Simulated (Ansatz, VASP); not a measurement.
## Two plane-wave programs on Ta

File POSCAR:

```
Ta
1.0
   -1.6533592789      1.6533592789      1.6533592789
    1.6533592789     -1.6533592789      1.6533592789
    1.6533592789      1.6533592789     -1.6533592789
Ta
1
Direct
    0.0000000000      0.0000000000      0.0000000000
```

File INCAR.step1:

```
PREC = Accurate ; ENCUT = 520
ISMEAR = -1 ; SIGMA = 0.1
LREAL = False ; LASPH = True
NELM = 80 ; NBANDS = 12
GGA = PE ; ALGO = Normal
EDIFF = 1E-4 ; LWAVE = True
LCHARG = False
```

The input INCAR.step2:

```
PREC = Accurate ; ENCUT = 520
EDIFF = 1E-6 ; ISMEAR = -1
SIGMA = 0.1 ; LREAL = False
LASPH = True ; NELM = 80
ALGO = Normal ; ISIF = 2
LWAVE = False ; LCHARG = True
METAGGA = R2SCAN ; LMIXTAU = True
LELF = True ; LVHAR = True
NBANDS = 12 ; ISTART = 1
```

KPOINTS

```
Automatic mesh
0
Gamma
  13 13 13
```

Input for Ansatz:

```yaml
crystal:
  lattice:
    - [-1.6533592789, 1.6533592789, 1.6533592789]
    - [1.6533592789, -1.6533592789, 1.6533592789]
    - [1.6533592789, 1.6533592789, -1.6533592789]
  atoms:
    - { symbol: Ta, position: [0.0, 0.0, 0.0] }
hamiltonian:
  xc: r2scan
  pseudopotentials:
    kind: paw
    azcp:
      Ta: "pseudopotentials/Ta.paw.azcp"
basis:
  ecutwfc: 800
  fft_grid_basis: typed
kpoints:
  mp_grid: { grid: [13, 13, 13], shift: [0, 0, 0] }
magnetization:
  spin_polarized: false
scf:
  occupations: { method: fermi_dirac, width: 0.1 }
  lower_state_search: "off"
output:
  stress: true
```

Alike in both runs: task single point; functional r2SCAN; k mesh 13 × 13 × 13; occupations fermi-dirac, width 0.1 eV; no spin polarisation.

|  | VASP | Ansatz |
| --- | --- | --- |
| version | VASP 6.6.1 | Ansatz 0.2.0 |
| potentials or method | VASP PAW PBE potentials, release 64 (Ta_pv), cutoff 520 eV | plane waves (800 eV) with PAW, scalar-relativistic |
| valence electrons in the cell | 11 | 13 |

|  | VASP | Ansatz | Ansatz less VASP |
| --- | --- | --- | --- |
| pressure (GPa) | 0.6 | 0.0 | -0.67 |

VASP's potentials were made for PBE, not for r2SCAN. With one functional, cell and mesh, what is left measures potentials, basis and numerics. VASP's potentials hold 11 valence electrons a cell and Ansatz's 13, so a difference there can come from the potentials and not from the codes.

Spin-orbit coupling is off throughout.
